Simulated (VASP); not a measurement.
# B10Pb: single point with PBE

Crystal: B10Pb.

```
B Pb
1.0
     5.25509    0.00000    0.00000
    -2.62755    4.55104    0.00000
     0.00000    0.00000    4.38584
B Pb
10 1
Direct
  0.79120 0.20880 0.00000
  0.79120 0.58240 0.00000
  0.41760 0.20880 0.00000
  0.20880 0.79120 0.00000
  0.20880 0.41760 0.00000
  0.58240 0.79120 0.00000
  0.33333 0.66667 0.31692
  0.33333 0.66667 0.68308
  0.66667 0.33333 0.68308
  0.66667 0.33333 0.31692
  0.00000 0.00000 0.50000
```

The cell was built from a structure type or drawn by symmetry, and may not be a known phase.

| Item | Value |
| --- | --- |
| Program | VASP 6.6.1 |
| Task | single point |
| Functional | PBE |
| Potentials or basis | VASP PAW PBE potentials, release 64 (B, Pb_d) |
| Cutoff | 520 eV |
| k mesh | 12 × 12 × 8 |
| Occupations | gaussian, width 0.1 eV |
| Spin | no spin polarisation |

```
Pressure               : 0.0 GPa
Largest force          : 0.011 eV/Å
Band gap on the k mesh : zero (bands 22 and 23 overlap by 1.84 eV)
```

Forces on the atoms (eV/Å):
```
B    0.003 -0.002  0.000
B    0.000  0.004  0.000
B   -0.003 -0.002  0.000
B   -0.003  0.002  0.000
B    0.000 -0.004  0.000
B    0.003  0.002  0.000
B    0.000  0.000  0.011
B    0.000  0.000 -0.011
B    0.000  0.000 -0.011
B    0.000  0.000  0.011
Pb   0.000  0.000  0.000
```

Levels at points of the mesh, in eV from the Fermi level:
```
           k point  band 20  band 21  band 22  band 23  band 24  band 25
(0.00, 0.00, 0.00)    -0.61    -0.61    -0.17    -0.17     0.86     0.86
(0.50, 0.00, 0.00)    -2.01    -0.91    -0.36    -0.19     0.99     1.22
(0.00, 0.00, 0.50)    -3.13    -1.71     1.19     1.19     1.66     4.48
(0.50, 0.00, 0.50)    -1.21    -1.06    -0.68     0.24     0.66     1.70
```

It took 3.7 min on 1 thread of Intel(R) Xeon(R) Platinum 8559C (Emerald Rapids) (shared host), peak memory 0.4 GiB.

Caveat: spin-orbit coupling is left out, which moves the levels of the heavy elements.
